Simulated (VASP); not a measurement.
# W3C in VASP: relaxation of the atoms with LDA

Aim: the relaxation of the atoms of W3C with LDA.

Everything below comes from runs of VASP 6.6.1. Logs are shortened: lines on timing, memory, paths and dates and some standing lists are left out, and cuts for length are marked.

**1. The cell of the first run**

The cell holds a slab with vacuum, 4 atoms: a = 2.809 Å, b = 2.809 Å, c = 20.114 Å, α = 90.00°, β = 90.00°, γ = 120.00°.

**2. Relaxation of the atoms, LDA**

INCAR

```
PREC     = Accurate       # precision mode
ENCUT    = 520            # plane-wave cutoff, eV
EDIFF    = 1E-7           # SCF threshold, eV
ISMEAR   = 0              # smearing method
SIGMA    = 0.1            # smearing width, eV
LREAL    = False          # projectors in reciprocal space
LASPH    = True           # aspherical terms in the spheres
NELM     = 120            # most SCF steps
ALGO     = Normal         # electronic algorithm
ISIF     = 2              # what is computed and relaxed
LWAVE    = False          # write WAVECAR
LCHARG   = False          # write CHGCAR
LDIPOL   = True         
IDIPOL   = 3            
DIPOL    = 0.5 0.5 0.364
GGA      = CA             # functional
IBRION   = 2              # ionic algorithm
NSW      = 36             # ionic steps
EDIFFG   = -0.025         # ionic threshold
GGA_COMPAT= False        
NELMIN   = 4            
NELMDL   = -8
```

KPOINTS

```
regular mesh
0
Gamma
  12 12 1
```

POSCAR

```
W3C
1.0
    2.8090103839      0.0000000000      0.0000000000
   -1.4045051920      2.4326743520      0.0000000000
    0.0000000000      0.0000000000     20.1144288635
W C
3 1
Selective dynamics
Direct
    0.6666666667      0.3333333333      0.1988622211  F F F
    0.3333333333      0.6666666667      0.3135698338  F F F
    0.0000000000      0.0000000000      0.4282711143  F F F
    0.3333333333      0.1666666667      0.5147761805  F F T
```

Potentials or basis: VASP PAW LDA potentials, release 64 (W_sv, C).

The run is started by

```console
$ cat potpaw_LDA.64/W_sv/POTCAR potpaw_LDA.64/C/POTCAR > POTCAR
$ mpirun -np 1 vasp_std > vasp.out
```

OUTCAR:

```text
PREC = Accurate
   ENCUT = 520
   EDIFF = 1E-7
   ISMEAR = 0
   LREAL = False
   LASPH = True
   NELM = 120
   ISIF = 2
   GGA = CA
   IBRION = 2
   NSW = 36
   EDIFFG = -0.025
   NELMIN = 4
   NELMDL = -8

 ion  position               nearest neighbor table
   1  0.667  0.333  0.199-   2 2.82   2 2.82   2 2.82
   2  0.333  0.667  0.314-   3 2.82   3 2.82   3 2.82   1 2.82   1 2.82   1 2.82
   3  0.000  0.000  0.428-   4 1.92   4 2.76   4 2.76   2 2.82   2 2.82   2 2.82
   4  0.333  0.167  0.515-   3 1.92   3 2.76   3 2.76

  LATTYP: Found a hexagonal cell.
 ALAT       =     2.8090103839
 C/A-ratio  =     7.1606815620

  Lattice vectors:

 A1 = (   2.8090103839,   0.0000000000,   0.0000000000)
 A2 = (  -1.4045051920,   2.4326743520,   0.0000000000)
 A3 = (   0.0000000000,   0.0000000000,  20.1144288635)

Analysis of symmetry for initial positions (statically):
=====================================================================
 Subroutine PRICEL returns:
 Original cell was already a primitive cell.

 Routine SETGRP: Setting up the symmetry group for a
 hexagonal supercell.

 Subroutine GETGRP returns: Found  2 space group operations
 (whereof  2 operations were pure point group operations)
 out of a pool of 24 trial point group operations.

The static configuration has the point symmetry C_1h.

Analysis of symmetry for dynamics (positions and initial velocities):
=====================================================================
 Subroutine PRICEL returns:
 Original cell was already a primitive cell.

 Routine SETGRP: Setting up the symmetry group for a
 hexagonal supercell.

 Subroutine GETGRP returns: Found  2 space group operations
 (whereof  2 operations were pure point group operations)
 out of a pool of 24 trial point group operations.

The dynamic configuration has the point symmetry C_1h.

Analysis of constrained symmetry for selective dynamics:
=====================================================================
 Subroutine PRICEL returns:
 Original cell was already a primitive cell.

 Routine SETGRP: Setting up the symmetry group for a
 hexagonal supercell.

 Subroutine GETGRP returns: Found  2 space group operations
 (whereof  2 operations were pure point group operations)
 out of a pool of 24 trial point group operations.

The constrained configuration has the point symmetry C_1h.

 Subroutine INISYM returns: Found  2 space group operations
 (whereof  2 operations are pure point group operations),
 and found     1 'primitive' translations

----------------------------------------------------------------------------------------

                                     Primitive cell

  volume of cell :     137.4501

  direct lattice vectors                    reciprocal lattice vectors
     2.809010384  0.000000000  0.000000000     0.355997260  0.205535114  0.000000000
    -1.404505192  2.432674352  0.000000000     0.000000000  0.411070228  0.000000000
     0.000000000  0.000000000 20.114428863     0.000000000  0.000000000  0.049715555

  length of vectors
     2.809010384  2.809010384 20.114428863     0.411070228  0.411070228  0.049715555

  position of ions in fractional coordinates (direct lattice)
     0.666666667  0.333333333  0.198862221
     0.333333333  0.666666667  0.313569834
     0.000000000  0.000000000  0.428271114
     0.333333333  0.166666667  0.514776181

  ion indices of the primitive-cell ions
   primitive index   ion index
                 1           1
                 2           2
                 3           3
                 4           4

----------------------------------------------------------------------------------------

 KPOINTS: regular mesh

Automatic generation of k-mesh.
 Grid dimensions read from file:
 generate k-points for:   12   12    1

 Generating k-lattice:

  Cartesian coordinates                     Fractional coordinates (reciprocal lattice)
     0.029666438  0.017127926  0.000000000     0.083333333 -0.000000000  0.000000000
     0.000000000  0.034255852  0.000000000     0.000000000  0.083333333  0.000000000
     0.000000000  0.000000000  0.049715555     0.000000000  0.000000000  1.000000000

  Length of vectors
     0.034255852  0.034255852  0.049715555

  Shift w.r.t. Gamma in fractional coordinates (k-lattice)
     0.000000000  0.000000000  0.000000000

 Subroutine IBZKPT returns following result:
 ===========================================

 Found     43 irreducible k-points:

 Following reciprocal coordinates:
            Coordinates               Weight
  0.000000  0.000000  0.000000      1.000000
  0.083333  0.000000  0.000000      2.000000
  0.000000  0.083333  0.000000      4.000000
  0.166667  0.000000  0.000000      2.000000
  0.000000  0.166667  0.000000      4.000000
  0.250000  0.000000  0.000000      2.000000
[... 16 lines left out ...]
 -0.083333  0.416667  0.000000      4.000000
 -0.416667  0.333333  0.000000      4.000000
 [... further k-points ...]
   k-points           NKPTS =     43   k-points in BZ     NKDIM =     43   number of bands    NBANDS=     27
   number of dos      NEDOS =    301   number of ions     NIONS =      4
   total plane-waves  NPLWV =  86400
   dimension x,y,z NGX =    24 NGY =   24 NGZ =  150
   dimension x,y,z NGXF=    48 NGYF=   48 NGZF=  300
   ions per type =               3   1
   NGX,Y,Z   is equivalent  to a cutoff of  14.20, 14.20, 12.40 a.u.
   NGXF,Y,Z  is equivalent  to a cutoff of  28.41, 28.41, 24.80 a.u.
 SYSTEM =  unknown system
   PREC   = accura    normal or accurate (medium, high low for compatibility)
   ISTART =      0    job   : 0-new  1-cont  2-samecut
   ICHARG =      2    charge: 1-file 2-atom 10-const
   ISPIN  =      1    spin polarized calculation?
   LNONCOLLINEAR =      F non collinear calculations
   LSORBIT =      F    spin-orbit coupling
   LASPH  =      T    aspherical Exc in radial PAW
   ENCUT  =  520.0 eV  38.22 Ry    6.18 a.u.   5.22  5.22 37.40*2*pi/ulx,y,z
   NELM   =    120;   NELMIN=  4; NELMDL= -8     # of ELM steps
   EDIFF  = 0.1E-06   stopping-criterion for ELM
   LREAL  =      F    real-space projection
   EDIFFG = -.3E-01   stopping-criterion for IOM
   NSW    =     36    number of steps for IOM
   IBRION =      2    ionic relax: 0-MD 1-quasi-New 2-CG
   NFREE  =      1    steps in history (QN), initial steepest desc. (CG)
   ISIF   =      2    stress and relaxation
   ISYM   =      2    0-nonsym 1-usesym 2-fastsym
   POTIM  = 0.5000    time-step for ionic-motion
   TEBEG  =    0.0;   TEEND  =   0.0 temperature during run
   PSTRESS=    0.0 pullay stress
   NELECT =      46.0000    total number of electrons
   NUPDOWN=      -1.0000    fix difference up-down
   EMIN   =  10.00;   EMAX   =-10.00  energy-range for DOS
   EFERMI =   0.00;   METHOD = LEGACY
   ISMEAR =     0;   SIGMA  =   0.10  broadening in eV -4-tet -1-fermi 0-gaus
   EFERMI_NEDOS =   21; number of points for ismear=-14 and -15
   IALGO  =     38    algorithm
   IMIX   =      4    mixing-type and parameters
     AMIX     =   0.40;   BMIX     =  1.00
     AMIX_MAG =   1.60;   BMIX_MAG =  1.00
  volume/ion in A,a.u.               =      34.36       231.89
  Fermi-wavevector in a.u.,A,eV,Ry     =   1.136613  2.147886 17.577203  1.291888
  Thomas-Fermi vector in A             =   2.273318
   LORBIT       =      0    0 simple, 1 ext, 2 COOP (PROOUT), +10 PAW based schemes
   GGA     = CA    functional components
   LHFCALC =     F    Hartree Fock is set to
   AEXX    =    0.0000 exact exchange contribution
   IVDW    =     0    specifies the selected vdW correction
   LEPSILON=     F    determine dielectric tensor
   LRPA    =     F    only Hartree local field effects (RPA)
 conjugate gradient relaxation of ions
 non-spin polarized calculation
 Gauss-broadening in eV      SIGMA  =   0.10
  energy-cutoff  :      520.00
  volume of cell :      137.45
 maximum number of plane-waves:      3729
 NGX is ok and might be reduce to    24
   NGX = 11   NGY = 11   NGZ = 75

 dipolmoment           0.000000      0.000000     -0.008027 electrons x Angstroem

--------------------------------------- Ionic step        1  -------------------------------------------

 number of electron      46.0000005 magnetization

 Free energy of the ion-electron system (eV)
  ---------------------------------------------------
  ext. energy  EPLUGINS =         0.00000000
  ---------------------------------------------------
  free energy    TOTEN  =       -45.36917435 eV

  energy without entropy =      -45.34649259  energy(sigma->0) =      -45.35783347

------------------------ aborting loop because EDIFF is reached ----------------------------------------

  FORCE on cell =-STRESS in cart. coord.  units (eV):
  Direction    XX          YY          ZZ          XY          YZ          ZX
  --------------------------------------------------------------------------------------
  -------------------------------------------------------------------------------------
  Total       -4.4662983     -3.8853836     -1.7776403     -0.5030868      0.7911376      1.3702901
  in kB      -52.0610925    -45.2897017    -20.7209396     -5.8641964      9.2218396     15.9726909
  external PRESSURE =     -39.3572446 kB  Pullay stress =       0.0000000 kB
[... 61 lines left out ...]
  energy  without entropy=      -45.4190337192  energy(sigma->0) =      -45.42971057

--------------------------------------- Ionic step        3  -------------------------------------------

 number of electron      46.0000005 magnetization

 dipolmoment           0.000000      0.000000      0.065230 electrons x Angstroem

 Free energy of the ion-electron system (eV)
  ---------------------------------------------------
  ext. energy  EPLUGINS =         0.00000000
  ---------------------------------------------------
  free energy    TOTEN  =       -45.45010975 eV

  energy without entropy =      -45.42935705  energy(sigma->0) =      -45.43973340

 E-fermi :   0.3321     XC(G=0):  -6.4561

 val. band max:        0.3318893594   @ k =   0.1667   0.0000   0.0000
 cond. band min:       0.3326907773   @ k =   0.0833   0.0833   0.0000
 fundamental gap:      0.0008014179
 Fermi energy:         0.3321314921

 k-point     1 :       0.0000    0.0000    0.0000
  band No.  band energies     occupation
      1     -72.9427      2.00000
      2     -72.8709      2.00000
      3     -72.7060      2.00000
      4     -37.9272      2.00000
      5     -37.4751      2.00000
      6     -37.0004      2.00000
[... 709 lines left out ...]
     26       2.7303      0.00000
     27       3.0406      0.00000

 [... further k-points ...]

------------------------ aborting loop because EDIFF is reached ----------------------------------------

 vacuum level on the upper side and lower side of the slab       (xc-potential included)         0.706        -1.007

  FORCE on cell =-STRESS in cart. coord.  units (eV):
  Direction    XX          YY          ZZ          XY          YZ          ZX
  --------------------------------------------------------------------------------------
  -------------------------------------------------------------------------------------
  Total       -3.1799314     -2.4257014      0.6634203     -0.6531824      1.4684288      2.5433931
  in kB      -37.0666475    -28.2750181      7.7331119     -7.6137744     17.1166374     29.6468835
  external PRESSURE =     -19.2028513 kB  Pullay stress =       0.0000000 kB

 VOLUME and BASIS-vectors are now :
 -----------------------------------------------------------------------------
  energy-cutoff  :      520.00
  volume of cell :      137.45
      direct lattice vectors                 reciprocal lattice vectors
     2.809010384  0.000000000  0.000000000     0.355997260  0.205535114  0.000000000
    -1.404505192  2.432674352  0.000000000     0.000000000  0.411070228  0.000000000
     0.000000000  0.000000000 20.114428863     0.000000000  0.000000000  0.049715555
[... 10 lines left out ...]
  FREE ENERGIE OF THE ION-ELECTRON SYSTEM (eV)
  ---------------------------------------------------
  free  energy   TOTEN  =       -45.4501097451 eV

  energy  without entropy=      -45.4293570546  energy(sigma->0) =      -45.43973340

 reached required accuracy - stopping structural energy minimisation

 vacuum level on the upper side and lower side of the slab         7.376         5.613
```

Wall time 6.8 min (1 thread of Intel Xeon 6975P-C (Granite Rapids), shared host); peak memory 0.31 GiB.

What came out:

```
Free energy               : -45.4501 eV
Energy gained by relaxing : 20.2 meV/atom
Ionic steps               : 3
Band gap on the k mesh    : zero (bands 23 and 24 overlap by 0.88 eV)
```

The path:
| step | energy change (eV) | largest force on free atoms (eV/Å) | pressure (GPa) |
| --- | --- | --- | --- |
| 1 | 0.0000 | 1.4475 | -3.94 |
| 2 | -0.0712 | 0.5490 | -2.65 |
| 3 | -0.0809 | 0.0104 | -1.92 |

Final structure:
```xyz
4
Lattice="2.8090 0.0000 0.0000 -1.4045 2.4327 0.0000 0.0000 0.0000 20.1144" Properties=species:S:1:pos:R:3 pbc="T T T"
W     1.4045    0.8109    4.0000
W     0.0000    1.6218    6.3073
W     0.0000    0.0000    8.6144
C     0.7023    0.4054   10.2495
```

Caveat: spin-orbit coupling is left out, which moves the levels of the heavy elements.
